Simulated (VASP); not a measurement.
Write the native input for VASP 6.6.1 that does the following.

| Property | Result |
| --- | --- |
| Task | single point |
| Functional | PBE |
| Potentials or basis | VASP PAW PBE potentials, release 64 (La, O) |
| Cutoff | 520 eV |
| k mesh | 4 × 4 × 2 |
| Occupations | methfessel-paxton, width 0.1 eV |
| Spin | no spin polarisation |
| Dipole correction | no |
| Further INCAR settings | ALGO = Normal; EDIFF = 1e-07; NBANDS = 28 |

The structure of La2O3 lies in POSCAR:

```
La2O3
1.0
    3.8481300000      0.0294100000      0.0399400000
   -1.8986000000      3.4200300000     -0.0170600000
    0.0621000000      0.0052300000      5.8891900000
La O
2 3
Direct
    0.6651900000      0.3153500000      0.7641500000
    0.3094400000      0.6547100000      0.2508000000
    0.6331900000      0.3325100000      0.3454700000
    0.3551100000      0.6860800000      0.6438400000
    0.0044200000      0.0167600000      0.9826100000
```

The input as run:

INCAR

```
ALGO = Normal
EDIFF = 1E-7
ENCUT = 520
GGA = PE
ISIF = 2
ISMEAR = 1
LASPH = T
LCHARG = T
LELF = T
LREAL = F
LVHAR = T
LWAVE = F
NBANDS = 28
NELM = 60
PREC = Accurate
SIGMA = 0.1
```

KPOINTS

```
k-points
0
Gamma
  4 4 2
```

Potentials or basis: VASP PAW PBE potentials, release 64 (La, O).

Launch:

```bash
$ cat potpaw_PBE.64/La/POTCAR potpaw_PBE.64/O/POTCAR > POTCAR
$ mpirun -np 1 vasp_std > vasp.out
```

Results of the run:

The pressure is 8.9 GPa and the largest force is 0.974 eV/Å. The band gap on the k mesh is 3.83 eV (least direct gap 4.08 eV).

Caveat: the k points lie up to 0.53 Å⁻¹ apart; spin-orbit coupling is left out, which moves the levels of the heavy elements.

Wall time 110 s on 1 thread of AMD EPYC 7R13, with other jobs on the host, peak memory 0.19 GiB.
